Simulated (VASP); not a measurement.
# Y2PO (R-3m) in VASP: single point with PBEsol

Aim: the single point of Y2PO with PBEsol.

Everything below comes from runs of VASP 6.6.1. Logs are shortened: lines on timing, memory, paths and dates and some standing lists are left out, and cuts for length are marked.

## 1. The cell of the first run

Symmetry: R-3m, No. 166, trigonal system. The conventional cell has a = 3.949 Å, b = 3.949 Å, c = 19.723 Å, α = 90.00°, β = 90.00°, γ = 120.00°. Y (site symmetry 3m) has 3 P at 2.67 Å and 3 O at 2.96 Å and 3 Y at 3.60 Å within 3.6 Å. Within 4.1 Å of O (site symmetry -3m) lie 6 Y at 2.96 Å and 6 O at 3.95 Å and 6 P at 4.00 Å. P (site symmetry -3m) has 6 Y at 2.67 Å within 3.5 Å.

## 2. Single point, PBEsol

Contents of INCAR:

```
SYSTEM = Y2PO
  PREC = Accurate
  ENCUT = 520
  EDIFF = 1E-7
  ISMEAR = 0
  SIGMA = 0.0214
  LREAL = .False.
  LASPH = .True.
  NELM = 80
  ALGO = Normal
  ISIF = 2
  LWAVE = .False.
  LCHARG = .True.
  GGA = PS
  LELF = .True.
  LVHAR = .True.
  NBANDS = 24
```

Contents of KPOINTS:

```
regular mesh
0
Gamma
  8 8 8
  0 0 0
```

Contents of POSCAR:

```
Y2PO
1.0
    1.9745350000      3.4199940000      0.0000000000
   -1.9745350000      3.4199940000      0.0000000000
    0.0000000000     -2.2799960000      6.5742790000
Y O P
2 1 1
Direct
    0.2372800000      0.2372800000      0.7118400000
    0.7627200000      0.7627200000      0.2881600000
    0.0000000000      0.0000000000      0.0000000000
    0.5000000000      0.5000000000      0.5000000000
```

Potentials or basis: VASP PAW PBE potentials, release 64 (Y_sv, O, P).

Started as:

```console
$ cat potpaw_PBE.64/Y_sv/POTCAR potpaw_PBE.64/O/POTCAR potpaw_PBE.64/P/POTCAR > POTCAR
$ mpirun -np 1 vasp_std > vasp.out
```

OUTCAR:

```text
SYSTEM = Y2PO
   PREC = Accurate
   ENCUT = 520
   EDIFF = 1E-7
   ISMEAR = 0
   LREAL = .False.
   LASPH = .True.
   NELM = 80
   ISIF = 2
   GGA = PS

 ion  position               nearest neighbor table
   1  0.237  0.237  0.712-   4 2.67   4 2.67   4 2.67   3 2.96   3 2.96   3 2.96   2 3.60   2 3.60
                             2 3.60
   2  0.763  0.763  0.288-   4 2.67   4 2.67   4 2.67   3 2.96   3 2.96   3 2.96   1 3.60   1 3.60
                             1 3.60
   3  0.000  0.000  0.000-   1 2.96   2 2.96   2 2.96   2 2.96   1 2.96   1 2.96
   4  0.500  0.500  0.500-   1 2.67   2 2.67   1 2.67   1 2.67   2 2.67   2 2.67

  LATTYP: Found a trigonal (rhomboedric) cell.
 ALAT       =     6.9584142070
 COS(alpha) =     0.8389580153

  Lattice vectors:

 A1 = (   1.9745350000,   1.1399980000,   6.5742790000)
 A2 = (  -1.9745350000,   1.1399980000,   6.5742790000)
 A3 = (   0.0000000000,  -2.2799960000,   6.5742790000)

Analysis of symmetry for initial positions (statically):
=====================================================================
 Subroutine PRICEL returns:
 Original cell was already a primitive cell.

 Routine SETGRP: Setting up the symmetry group for a
 trigonal (rhombohedral) supercell.

 Subroutine GETGRP returns: Found 12 space group operations
 (whereof 12 operations were pure point group operations)
 out of a pool of 12 trial point group operations.

The static configuration has the point symmetry D_3d.

Analysis of symmetry for dynamics (positions and initial velocities):
=====================================================================
 Subroutine PRICEL returns:
 Original cell was already a primitive cell.

 Routine SETGRP: Setting up the symmetry group for a
 trigonal (rhombohedral) supercell.

 Subroutine GETGRP returns: Found 12 space group operations
 (whereof 12 operations were pure point group operations)
 out of a pool of 12 trial point group operations.

The dynamic configuration has the point symmetry D_3d.

 Subroutine INISYM returns: Found 12 space group operations
 (whereof 12 operations are pure point group operations),
 and found     1 'primitive' translations

----------------------------------------------------------------------------------------

                                     Primitive cell

  volume of cell :      88.7909

  direct lattice vectors                    reciprocal lattice vectors
     1.974535000  3.419994000  0.000000000     0.253224177  0.146199087  0.050702645
[... 86 lines left out ...]
   LSORBIT =      F    spin-orbit coupling
   LASPH  =      T    aspherical Exc in radial PAW
   ENCUT  =  520.0 eV  38.22 Ry    6.18 a.u.   7.34  7.34 12.94*2*pi/ulx,y,z
   NELM   =     80;   NELMIN=  2; NELMDL= -5     # of ELM steps
   EDIFF  = 0.1E-06   stopping-criterion for ELM
   LREAL  =      F    real-space projection
   EDIFFG = 0.1E-05   stopping-criterion for IOM
   NSW    =      0    number of steps for IOM
   IBRION =     -1    ionic relax: 0-MD 1-quasi-New 2-CG
   NFREE  =      0    steps in history (QN), initial steepest desc. (CG)
   ISIF   =      2    stress and relaxation
   ISYM   =      2    0-nonsym 1-usesym 2-fastsym
   POTIM  = 0.5000    time-step for ionic-motion
   TEBEG  =    0.0;   TEEND  =   0.0 temperature during run
   PSTRESS=    0.0 pullay stress
   NELECT =      33.0000    total number of electrons
   NUPDOWN=      -1.0000    fix difference up-down
   EMIN   =  10.00;   EMAX   =-10.00  energy-range for DOS
   EFERMI =   0.00;   METHOD = LEGACY
   ISMEAR =     0;   SIGMA  =   0.02  broadening in eV -4-tet -1-fermi 0-gaus
   EFERMI_NEDOS =   21; number of points for ismear=-14 and -15
   IALGO  =     38    algorithm
   IMIX   =      4    mixing-type and parameters
     AMIX     =   0.40;   BMIX     =  1.00
     AMIX_MAG =   1.60;   BMIX_MAG =  1.00
  volume/ion in A,a.u.               =      22.20       149.80
  Fermi-wavevector in a.u.,A,eV,Ry     =   1.177037  2.224277 18.849724  1.385416
  Thomas-Fermi vector in A             =   2.313390
   LORBIT       =      0    0 simple, 1 ext, 2 COOP (PROOUT), +10 PAW based schemes
   GGA     = PS    functional components
   LHFCALC =     F    Hartree Fock is set to
   AEXX    =    0.0000 exact exchange contribution
   IVDW    =     0    specifies the selected vdW correction
   LEPSILON=     F    determine dielectric tensor
   LRPA    =     F    only Hartree local field effects (RPA)
 non-spin polarized calculation
 Gauss-broadening in eV      SIGMA  =   0.02
  energy-cutoff  :      520.00
  volume of cell :       88.79
 maximum number of plane-waves:      2425
 NGX is ok and might be reduce to    30
   NGX = 15   NGY = 15   NGZ = 25

 number of electron      32.9999995 magnetization

 Free energy of the ion-electron system (eV)
  ---------------------------------------------------
  ext. energy  EPLUGINS =         0.00000000
  ---------------------------------------------------
  free energy    TOTEN  =       -31.34045796 eV

  energy without entropy =      -31.34012047  energy(sigma->0) =      -31.34028922

 E-fermi :   3.7285     XC(G=0):  -9.7838

 val. band max:        3.6968755825   @ k =   0.2500   0.0000  -0.0000
 cond. band min:       3.7383501006   @ k =   0.3750   0.2500  -0.0000
 fundamental gap:      0.0414745180
 Fermi energy:         3.7284913845

 k-point     1 :       0.0000    0.0000    0.0000
  band No.  band energies     occupation
      1     -39.0929      2.00000
      2     -39.0546      2.00000
      3     -19.3321      2.00000
      4     -19.0480      2.00000
      5     -19.0480      2.00000
      6     -18.9954      2.00000
[... 637 lines left out ...]
     23       7.5748      0.00000
     24       7.6469      0.00000

 [... further k-points ...]
[... 5 lines left out ...]
  --------------------------------------------------------------------------------------
  -------------------------------------------------------------------------------------
  Total       -3.8689613     -3.8689592     -4.9213630      0.0000000      0.0000000      0.0000000
  in kB      -69.8130579    -69.8130194    -88.8030082      0.0000000      0.0000000      0.0000000
  external PRESSURE =     -76.1430285 kB  Pullay stress =       0.0000000 kB

 VOLUME and BASIS-vectors are now :
 -----------------------------------------------------------------------------
  energy-cutoff  :      520.00
  volume of cell :       88.79
      direct lattice vectors                 reciprocal lattice vectors
     1.974535000  3.419994000  0.000000000     0.253224177  0.146199087  0.050702645
    -1.974535000  3.419994000  0.000000000    -0.253224177  0.146199087  0.050702645
     0.000000000 -2.279996000  6.574279000     0.000000000  0.000000000  0.152107935

 POSITION                                       TOTAL-FORCE (eV/Angst)
 -----------------------------------------------------------------------------------
      0.00000     -0.00000      4.67983         0.000000     -0.000000      3.513922
      0.00000      4.55999      1.89444         0.000000      0.000000     -3.513922
      0.00000      0.00000      0.00000         0.000000      0.000000      0.000000
      0.00000      2.28000      3.28714         0.000000      0.000000      0.000000
 -----------------------------------------------------------------------------------
    total drift:                               -0.000000     -0.000000      0.000000

  FREE ENERGIE OF THE ION-ELECTRON SYSTEM (eV)
  ---------------------------------------------------
  free  energy   TOTEN  =       -31.3404579641 eV

  energy  without entropy=      -31.3401204746  energy(sigma->0) =      -31.34028922
```

OSZICAR:

```text
N       E                     dE             d eps       ncg     rms          rms(c)
DAV:   1     0.153254586371E+03    0.15325E+03   -0.15436E+04  3120   0.127E+03
DAV:   2    -0.220168323260E+02   -0.17527E+03   -0.16581E+03  3848   0.292E+02
DAV:   3    -0.349625034981E+02   -0.12946E+02   -0.12792E+02  5256   0.578E+01
DAV:   4    -0.357010442532E+02   -0.73854E+00   -0.73755E+00  4328   0.122E+01
DAV:   5    -0.357150537697E+02   -0.14010E-01   -0.14008E-01  4696   0.175E+00    0.377E+01
DAV:   6    -0.320044379809E+02    0.37106E+01   -0.18309E+01  3904   0.218E+01    0.286E+01
DAV:   7    -0.316940838395E+02    0.31035E+00   -0.70277E+00  4024   0.125E+01    0.188E+01
DAV:   8    -0.313960519744E+02    0.29803E+00   -0.23615E+00  5064   0.740E+00    0.273E+00
DAV:   9    -0.313396931232E+02    0.56359E-01   -0.42040E-01  3848   0.310E+00    0.144E+00
DAV:  10    -0.313408051420E+02   -0.11120E-02   -0.21773E-02  4592   0.924E-01    0.686E-01
DAV:  11    -0.313404911497E+02    0.31399E-03   -0.36394E-03  3928   0.292E-01    0.193E-01
DAV:  12    -0.313404766145E+02    0.14535E-04   -0.10383E-03  4528   0.180E-01    0.645E-02
DAV:  13    -0.313404572434E+02    0.19371E-04   -0.10311E-04  4136   0.571E-02    0.370E-02
DAV:  14    -0.313404577631E+02   -0.51973E-06   -0.93218E-06  4440   0.170E-02    0.678E-03
DAV:  15    -0.313404583870E+02   -0.62393E-06   -0.69645E-07  4376   0.502E-03    0.755E-03
DAV:  16    -0.313404579622E+02    0.42482E-06   -0.37918E-07  3520   0.391E-03    0.104E-03
DAV:  17    -0.313404579641E+02   -0.19454E-08   -0.25079E-08  2736   0.106E-03
   1 F= -.31340458E+02 E0= -.31340289E+02  d E =-.337489E-03
```

stdout:

```text
POSCAR found type information on POSCAR Y O P
 POSCAR found :  3 types and       4 ions
 scaLAPACK will be used
 -----------------------------------------------------------------------------
|                                                                             |
|                                                                             |
|     You enforced a specific xc type in the INCAR file but a different       |
|     I HOPE YOU KNOW WHAT YOU ARE DOING!                                     |
|                                                                             |
 -----------------------------------------------------------------------------

 LDA part: xc-table for (Slater+PW92), standard interpolation
 POSCAR, INCAR and KPOINTS ok, starting setup
 FFT: planning ... GRIDC
 FFT: planning ... GRID_SOFT
 FFT: planning ... GRID
 WAVECAR not read
 entering main loop
```

It took 3.9 min on 1 thread of Oxide Virtual Turin-like, shared host; peak memory 0.27 GiB.

Results:

* Free energy: -31.3405 eV
* Pressure: -7.6 GPa
* Largest force: 3.514 eV/Å
* Band gap on the k mesh: zero (an odd number of electrons rules out a gap without spin polarisation)

Forces on the atoms (eV/Å):
```
Y    0.000  0.000  3.514
Y    0.000  0.000 -3.514
O    0.000  0.000  0.000
P    0.000  0.000  0.000
```

Stress tensor (GPa, compression positive):
```
-6.98  0.00  0.00
 0.00 -6.98  0.00
 0.00  0.00 -8.88
```

Levels at points of the mesh, in eV from the Fermi level:
| k point | band 14 | band 15 | band 16 | band 17 | band 18 | band 19 |
| --- | --- | --- | --- | --- | --- | --- |
| (0.00, 0.00, 0.00) | -1.71 | -1.56 | -1.56 | 0.75 | 0.75 | 1.07 |
| (0.50, 0.00, 0.00) | -2.75 | -2.73 | -2.15 | -0.51 | 2.24 | 3.09 |
| (0.50, 0.50, 0.00) | -2.72 | -2.06 | -1.93 | -1.05 | 2.02 | 3.10 |
| (0.00, 0.00, 0.50) | -2.70 | -2.00 | -2.00 | 0.94 | 0.94 | 1.26 |

Caveat: the cell stands under tension; the PAW data sets were made with another functional, which shifts forces and pressure a little; an odd number of electrons without spin polarisation forces a metal; a magnetic or distorted state may lie lower.

The gap in the log of VASP goes by the Fermi energy; the results here count the filled bands.